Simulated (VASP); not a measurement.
# CdS in VASP: a series of runs, part 2 of 3

VASP 6.6.1.

## 3. Electric field gradients, PBEsol (zz strain of -1 %)

File INCAR:

```
SYSTEM = CdS
ALGO     = Normal         ! electronic algorithm
EDIFF    = 1E-8           ! SCF threshold, eV
ENCUT    = 520            ! plane-wave cutoff, eV
GGA      = PS             ! functional
ISIF     = 2              ! what is computed and relaxed
ISMEAR   = -1             ! smearing method
LASPH    = .True.         ! aspherical terms in the spheres
LCHARG   = .False.        ! write CHGCAR
LEFG     = .True.       
LREAL    = .False.        ! projectors in reciprocal space
LWAVE    = .False.        ! write WAVECAR
NBANDS   = 16             ! bands
NELM     = 60             ! most SCF steps
PREC     = Accurate       ! precision mode
SIGMA    = 0.02           ! smearing width, eV
```

File KPOINTS:

```
k-points
0
Gamma
  7 7 7
  0 0 0
```

File POSCAR:

```
CdS
1.0
    0.0000000000      2.9429534649      2.9135239302
    2.9429534649      0.0000000000      2.9135239302
    2.9429534649      2.9429534649      0.0000000000
Cd S
1 1
Direct
    0.0000000000      0.0000000000      0.0000000000
    0.7500000000      0.7500000000      0.7500000000
```

Potentials or basis: VASP PAW PBE potentials, release 64 (Cd, S).

Run with:

```bash
cat potpaw_PBE.64/Cd/POTCAR potpaw_PBE.64/S/POTCAR > POTCAR
mpirun -np 1 vasp_std > vasp.out
```

OUTCAR:

```text
SYSTEM = CdS
   EDIFF = 1E-8
   ENCUT = 520
   GGA = PS
   ISIF = 2
   ISMEAR = -1
   LASPH = .True.
   LREAL = .False.
   NELM = 60
   PREC = Accurate

 ion  position               nearest neighbor table
   1  0.000  0.000  0.000-   2 2.54   2 2.54   2 2.54   2 2.54
   2  0.750  0.750  0.750-   1 2.54   1 2.54   1 2.54   1 2.54

  LATTYP: Found a body centered tetragonal cell.
 ALAT       =     4.1619647035
 C/A-ratio  =     1.4000714267

  Lattice vectors:

 A1 = (   0.0000000000,  -2.9429534649,  -2.9135239302)
 A2 = (   0.0000000000,   2.9429534649,  -2.9135239302)
 A3 = (   2.9429534649,   0.0000000000,   2.9135239302)

Analysis of symmetry for initial positions (statically):
=====================================================================
 Subroutine PRICEL returns:
 Original cell was already a primitive cell.

 Routine SETGRP: Setting up the symmetry group for a
 body centered tetragonal supercell.

 Subroutine GETGRP returns: Found  8 space group operations
 (whereof  8 operations were pure point group operations)
 out of a pool of 16 trial point group operations.

The static configuration has the point symmetry D_2d.

Analysis of symmetry for dynamics (positions and initial velocities):
=====================================================================
 Subroutine PRICEL returns:
 Original cell was already a primitive cell.

 Routine SETGRP: Setting up the symmetry group for a
 body centered tetragonal supercell.

 Subroutine GETGRP returns: Found  8 space group operations
 (whereof  8 operations were pure point group operations)
 out of a pool of 16 trial point group operations.

[... 159 lines left out ...]
      4      -6.5958      2.00000
      5      -6.1368      2.00000
      6      -6.1327      2.00000
[... 433 lines left out ...]
      3      -6.3954      2.00000
      4      -6.1870      2.00000
      5      -6.1048      2.00000
      6      -5.6972      2.00000
[... 8 lines left out ...]
     15      13.2455      0.00000
     16      14.3913      0.00000

 [... further k-points ...]

------------------------ aborting loop because EDIFF is reached ----------------------------------------

  FORCE on cell =-STRESS in cart. coord.  units (eV):
  Direction    XX          YY          ZZ          XY          YZ          ZX
  --------------------------------------------------------------------------------------
  -------------------------------------------------------------------------------------
  Total       -0.3025314     -0.3025314     -0.2394975      0.0000000     -0.0000000      0.0000000
  in kB       -9.6042985     -9.6042985     -7.6031954      0.0000000     -0.0000000      0.0000000
  external PRESSURE =      -8.9372641 kB  Pullay stress =       0.0000000 kB

 VOLUME and BASIS-vectors are now :
 -----------------------------------------------------------------------------
  energy-cutoff  :      520.00
  volume of cell :       50.47
      direct lattice vectors                 reciprocal lattice vectors
     0.000000000  2.942953465  2.913523930    -0.169897352  0.169897352  0.171613487
     2.942953465  0.000000000  2.913523930     0.169897352 -0.169897352  0.171613487
     2.942953465  2.942953465  0.000000000     0.169897352  0.169897352 -0.171613487

 POSITION                                       TOTAL-FORCE (eV/Angst)
 -----------------------------------------------------------------------------------
      0.00000      0.00000      0.00000        -0.000000     -0.000000     -0.000000
      4.41443      4.41443      4.37029         0.000000      0.000000      0.000000
 -----------------------------------------------------------------------------------
    total drift:                                0.000000      0.000000      0.000000

  FREE ENERGIE OF THE ION-ELECTRON SYSTEM (eV)
  ---------------------------------------------------
  free  energy   TOTEN  =        -6.8107326695 eV

  energy  without entropy=       -6.8107326695  energy(sigma->0) =       -6.81073267

 Electric field gradients (V/A^2)
---------------------------------------------------------------------
 ion       V_xx      V_yy      V_zz      V_xy      V_xz      V_yz
---------------------------------------------------------------------
   1      -1.550    -1.550     3.101     0.001     0.002     0.002
   2       0.943     0.943    -1.886    -0.000    -0.000    -0.000
---------------------------------------------------------------------

 Electric field gradients after diagonalization (V/A^2)
 (convention: |V_zz| > |V_xx| > |V_yy|)
----------------------------------------------------------------------
 ion       V_xx      V_yy      V_zz     asymmetry (V_yy - V_xx)/ V_zz
----------------------------------------------------------------------
   1      -1.552    -1.549     3.101       0.001
   2       0.943     0.943    -1.886       0.000
----------------------------------------------------------------------

           NMR quadrupolar parameters

 Cq : quadrupolar parameter    Cq=e*Q*V_zz/h
 eta: asymmetry parameters     (V_yy - V_xx)/ V_zz
 Q  : nuclear electric quadrupole moment in mb (millibarn)
----------------------------------------------------------------------
 ion       Cq(MHz)       eta       Q (mb)
----------------------------------------------------------------------
   1       0.007       0.001       1.000
   2      -0.005       0.000       1.000
----------------------------------------------------------------------
```

OSZICAR:

```text
N       E                     dE             d eps       ncg     rms          rms(c)
DAV:   1     0.105327276217E+03    0.10533E+03   -0.91301E+03  1320   0.103E+03
DAV:   2    -0.316902616986E+01   -0.10850E+03   -0.10213E+03  1504   0.249E+02
DAV:   3    -0.728623612366E+01   -0.41172E+01   -0.41081E+01  1632   0.505E+01
DAV:   4    -0.731160664114E+01   -0.25371E-01   -0.25368E-01  1624   0.386E+00
DAV:   5    -0.731193923612E+01   -0.33259E-03   -0.33259E-03  1552   0.421E-01    0.749E+00
DAV:   6    -0.683278982451E+01    0.47915E+00   -0.79552E-01  1936   0.120E+01    0.608E+00
DAV:   7    -0.681332229661E+01    0.19468E-01   -0.15995E-01  1712   0.283E+00    0.293E+00
DAV:   8    -0.681087987780E+01    0.24424E-02   -0.16157E-02  1520   0.158E+00    0.237E-01
DAV:   9    -0.681064581078E+01    0.23407E-03   -0.19081E-03  1624   0.651E-01    0.550E-02
DAV:  10    -0.681069131960E+01   -0.45509E-04   -0.19414E-04  1680   0.158E-01    0.599E-02
DAV:  11    -0.681073801636E+01   -0.46697E-04   -0.80226E-05  1648   0.798E-02    0.237E-02
DAV:  12    -0.681073221299E+01    0.58034E-05   -0.17810E-05  1736   0.529E-02    0.808E-03
DAV:  13    -0.681073269761E+01   -0.48461E-06   -0.19958E-06  1576   0.846E-03    0.267E-03
DAV:  14    -0.681073267521E+01    0.22397E-07   -0.16027E-07  1712   0.281E-03    0.255E-03
DAV:  15    -0.681073266951E+01    0.56957E-08   -0.14826E-08  1392   0.823E-04
   1 F= -.68107327E+01 E0= -.68107327E+01  d E =-.735474E-12
```

Wall time 22 s (1 thread of Intel Xeon 6975P-C (Granite Rapids), shared host); peak memory 0.19 GiB.

Results:

| Item | Value |
| --- | --- |
| Free energy | -6.8107 eV |
| Pressure | -0.9 GPa |
| Band gap on the k mesh | 0.95 eV, direct |

Electric field gradients, principal values (V/Å²):
| atom | least | middle | greatest (by size) |
| --- | --- | --- | --- |
| 1 Cd | -1.549 | -1.552 | 3.101 |
| 2 S | 0.943 | 0.943 | -1.886 |

Caveat: the cell differs from its parent crystal (zz strain of -1 %); without QUAD_EFG the Cq values of the log hold for a quadrupole moment of 1 mb, not for the nuclei; the PAW data sets were made with another functional, which shifts forces and pressure a little.

## 4. Electric field gradients, PBEsol (zz strain of -1 %)

File INCAR:

```
  PREC = Accurate
  ENCUT = 520
  EDIFF = 1E-8
  ISMEAR = -1
  SIGMA = 0.02
  LREAL = F
  LASPH = T
  NELM = 80
  ALGO = Normal
  ISIF = 2
  LWAVE = F
  LCHARG = F
  GGA = PS
  LEFG = T
  NBANDS = 16
```

File KPOINTS:

```
Automatic mesh
0
Gamma
  7 7 7
```

POSCAR is that of step 3.

Potentials or basis: VASP PAW PBE potentials, release 64 (Cd, S).

Run with:

```bash
cat potpaw_PBE.64/Cd/POTCAR potpaw_PBE.64/S/POTCAR > POTCAR
mpirun -np 1 vasp_std > vasp.out
```

OUTCAR:

```text
PREC = Accurate
   ENCUT = 520
   EDIFF = 1E-8
   ISMEAR = -1
   LREAL = F
   LASPH = T
   NELM = 80
   ISIF = 2
   GGA = PS

 ion  position               nearest neighbor table
   1  0.000  0.000  0.000-   2 2.54   2 2.54   2 2.54   2 2.54
   2  0.750  0.750  0.750-   1 2.54   1 2.54   1 2.54   1 2.54

  LATTYP: Found a body centered tetragonal cell.
 ALAT       =     4.1619647035
 C/A-ratio  =     1.4000714267

  Lattice vectors:

 A1 = (   0.0000000000,  -2.9429534649,  -2.9135239302)
 A2 = (   0.0000000000,   2.9429534649,  -2.9135239302)
 A3 = (   2.9429534649,   0.0000000000,   2.9135239302)

Analysis of symmetry for initial positions (statically):
=====================================================================
 Subroutine PRICEL returns:
 Original cell was already a primitive cell.

 Routine SETGRP: Setting up the symmetry group for a
 body centered tetragonal supercell.

 Subroutine GETGRP returns: Found  8 space group operations
 (whereof  8 operations were pure point group operations)
 out of a pool of 16 trial point group operations.

The static configuration has the point symmetry D_2d.

Analysis of symmetry for dynamics (positions and initial velocities):
=====================================================================
 Subroutine PRICEL returns:
 Original cell was already a primitive cell.

 Routine SETGRP: Setting up the symmetry group for a
 body centered tetragonal supercell.

 Subroutine GETGRP returns: Found  8 space group operations
 (whereof  8 operations were pure point group operations)
 out of a pool of 16 trial point group operations.

The dynamic configuration has the point symmetry D_2d.
[... 157 lines left out ...]
      3      -6.6015      2.00000
      4      -6.5958      2.00000
      5      -6.1368      2.00000
      6      -6.1327      2.00000
[... 433 lines left out ...]
      3      -6.3954      2.00000
      4      -6.1870      2.00000
      5      -6.1048      2.00000
      6      -5.6972      2.00000
[... 8 lines left out ...]
     15      13.2455      0.00000
     16      14.3913      0.00000

 [... further k-points ...]

------------------------ aborting loop because EDIFF is reached ----------------------------------------

  FORCE on cell =-STRESS in cart. coord.  units (eV):
  Direction    XX          YY          ZZ          XY          YZ          ZX
  --------------------------------------------------------------------------------------
  -------------------------------------------------------------------------------------
  Total       -0.3025314     -0.3025314     -0.2394975      0.0000000     -0.0000000      0.0000000
  in kB       -9.6042985     -9.6042985     -7.6031954      0.0000000     -0.0000000      0.0000000
  external PRESSURE =      -8.9372641 kB  Pullay stress =       0.0000000 kB

 VOLUME and BASIS-vectors are now :
 -----------------------------------------------------------------------------
  energy-cutoff  :      520.00
  volume of cell :       50.47
      direct lattice vectors                 reciprocal lattice vectors
     0.000000000  2.942953465  2.913523930    -0.169897352  0.169897352  0.171613487
     2.942953465  0.000000000  2.913523930     0.169897352 -0.169897352  0.171613487
     2.942953465  2.942953465  0.000000000     0.169897352  0.169897352 -0.171613487

 POSITION                                       TOTAL-FORCE (eV/Angst)
 -----------------------------------------------------------------------------------
      0.00000      0.00000      0.00000        -0.000000     -0.000000     -0.000000
      4.41443      4.41443      4.37029         0.000000      0.000000      0.000000
 -----------------------------------------------------------------------------------
    total drift:                                0.000000      0.000000      0.000000

  FREE ENERGIE OF THE ION-ELECTRON SYSTEM (eV)
  ---------------------------------------------------
  free  energy   TOTEN  =        -6.8107326695 eV

  energy  without entropy=       -6.8107326695  energy(sigma->0) =       -6.81073267

 Electric field gradients (V/A^2)
---------------------------------------------------------------------
 ion       V_xx      V_yy      V_zz      V_xy      V_xz      V_yz
---------------------------------------------------------------------
   1      -1.550    -1.550     3.101     0.001     0.002     0.002
   2       0.943     0.943    -1.886    -0.000    -0.000    -0.000
---------------------------------------------------------------------

 Electric field gradients after diagonalization (V/A^2)
 (convention: |V_zz| > |V_xx| > |V_yy|)
----------------------------------------------------------------------
 ion       V_xx      V_yy      V_zz     asymmetry (V_yy - V_xx)/ V_zz
----------------------------------------------------------------------
   1      -1.552    -1.549     3.101       0.001
   2       0.943     0.943    -1.886       0.000
----------------------------------------------------------------------

           NMR quadrupolar parameters

 Cq : quadrupolar parameter    Cq=e*Q*V_zz/h
 eta: asymmetry parameters     (V_yy - V_xx)/ V_zz
 Q  : nuclear electric quadrupole moment in mb (millibarn)
----------------------------------------------------------------------
 ion       Cq(MHz)       eta       Q (mb)
----------------------------------------------------------------------
   1       0.007       0.001       1.000
   2      -0.005       0.000       1.000
----------------------------------------------------------------------
```

stdout:

```text
POSCAR found type information on POSCAR CdS
 POSCAR found :  2 types and       2 ions
 scaLAPACK will be used
 -----------------------------------------------------------------------------
|                                                                             |
|                                                                             |
|     You enforced a specific xc type in the INCAR file but a different       |
|     I HOPE YOU KNOW WHAT YOU ARE DOING!                                     |
|                                                                             |
 -----------------------------------------------------------------------------

 LDA part: xc-table for (Slater+PW92), standard interpolation
 POSCAR, INCAR and KPOINTS ok, starting setup
 FFT: planning ... GRIDC
 FFT: planning ... GRID_SOFT
 FFT: planning ... GRID
 WAVECAR not read
 entering main loop
ion   1

ion   2
```

Run time: 25 s. Hardware: 1 thread of Intel Xeon 6975P-C (Granite Rapids), shared host; peak memory 0.19 GiB.

Results:

- Free energy: -6.8107 eV
- Pressure: -0.9 GPa
- Band gap on the k mesh: 0.95 eV, direct

Stress tensor (GPa, compression positive):
```
-0.96  0.00  0.00
 0.00 -0.96  0.00
 0.00  0.00 -0.76
```

Electric field gradients, principal values (V/Å²):
| atom | least | middle | greatest (by size) |
| --- | --- | --- | --- |
| 1 Cd | -1.549 | -1.552 | 3.101 |
| 2 S | 0.943 | 0.943 | -1.886 |

Caveat: the cell differs from its parent crystal (zz strain of -1 %); without QUAD_EFG the Cq values of the log hold for a quadrupole moment of 1 mb, not for the nuclei; the PAW data sets were made with another functional, which shifts forces and pressure a little.

(Continued in part 3 of 3.)
